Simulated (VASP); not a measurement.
Runs of VASP 6.6.1 on Tl. The structure is that of space group Fm-3m (No. 225), or close to it. The cells are those of the table. 

| cell | gap on the mesh (eV) | pressure (GPa) |
| --- | --- | --- |
| a = 3.532 Å, angles 60.0°, 1 atom | none | (a) |
| a = 3.436 Å, angles 60.0°, 1 atom | none | 2.7 |
| a = 3.530 Å, angles 60.0°, 1 atom | none | 0.0 |
| a = 3.457 Å, angles 60.0°, 1 atom | none | 2.0 |

Alike in all rows: task single point; level PBE; potentials or basis VASP PAW PBE potentials, release 64 (Tl_d); no spin polarisation; k mesh 14 × 14 × 14; cutoff (eV) 520; smearing gaussian 0.05 eV.

Task: Estimate the missing entries.

Result: (a) -0.1.

Caveats: spin-orbit coupling is left out, which moves the levels of the heavy elements.

A k mesh can miss the band edges, and the runs leave out spin-orbit coupling on Tl.

A gap of «none» marks levels without a gap at the run's occupations.
